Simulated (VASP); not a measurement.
Input of a VASP 6.6.1 run:

INCAR

```
  ALGO = Normal
  EDIFF = 1E-7
  ENCUT = 520
  GGA = PE
  ISIF = 2
  ISMEAR = 0
  LASPH = T
  LCHARG = F
  LREAL = F
  LWAVE = F
  NBANDS = 17
  NELM = 60
  PREC = Accurate
  SIGMA = 0.01
```

File KPOINTS:

```
k-points
0
Gamma
  6 6 6
```

The input POSCAR:

```
PbS
1.0
    0.0000000000      3.3235680767      3.3235680767
    3.3235680767      0.0000000000      3.3235680767
    3.3235680767      3.3235680767      0.0000000000
Pb S
1 1
Direct
    0.0000000000      0.0000000000      0.0000000000
    0.2500000000      0.2500000000      0.2500000000
```

Potentials or basis: VASP PAW PBE potentials, release 64 (Pb_d, S).

The run is started by

```sh
$ cat potpaw_PBE.64/Pb_d/POTCAR potpaw_PBE.64/S/POTCAR > POTCAR
$ mpirun -np 1 vasp_std > vasp.out
```

Task: What does it give for the pressure?

Result: 0.0 GPa.

Task: Estimate the band gap on the k mesh.

Result: 0.96 eV, indirect (least direct gap 1.30 eV).

Caveat: spin-orbit coupling is left out, which moves the levels of the heavy elements. A k mesh can miss the band edges.
